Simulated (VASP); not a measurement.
A run of VASP 6.6.1 is set up as follows.

File INCAR:

```
PREC = Accurate
ENCUT = 520
EDIFF = 1E-6
ISMEAR = 0
SIGMA = 0.1
LREAL = F
LASPH = T
NELM = 80
ALGO = Normal
ISIF = 2
LWAVE = F
LCHARG = F
GGA = PE
NBANDS = 20
```

File KPOINTS:

```
Automatic mesh
0
Gamma
  6 6 4
```

File POSCAR:

```
Cu2H3
1.0
    2.8428562744      0.0000000000      0.0000000000
    0.0000000000      2.8428562744      0.0000000000
    0.0000000000      0.0000000000      4.4747942808
Cu H
2 3
Direct
    0.0000000000      0.0000000000      0.7294378254
    0.5000000000      0.5000000000      0.3273787160
    0.5000000000      0.0000000000      0.9275567773
    0.0000000000      0.5000000000      0.9275567773
    0.0000000000      0.0000000000      0.3580698240
```

Potentials or basis: VASP PAW PBE potentials, release 64 (Cu, H).

Run with:

```console
$ cat potpaw_PBE.64/Cu/POTCAR potpaw_PBE.64/H/POTCAR > POTCAR
$ mpirun -np 1 vasp_std > vasp.out
```

(1) Estimate the band gap on the k mesh.

(2) Predict the largest force.

Results:

(1) zero (an odd number of electrons rules out a gap without spin polarisation).

(2) 0.019 eV/Å.

Caveat: the k points lie up to 0.37 Å⁻¹ apart, too coarse for converged energies and pressures of a metal; an odd number of electrons without spin polarisation forces a metal; a magnetic or distorted state may lie lower.
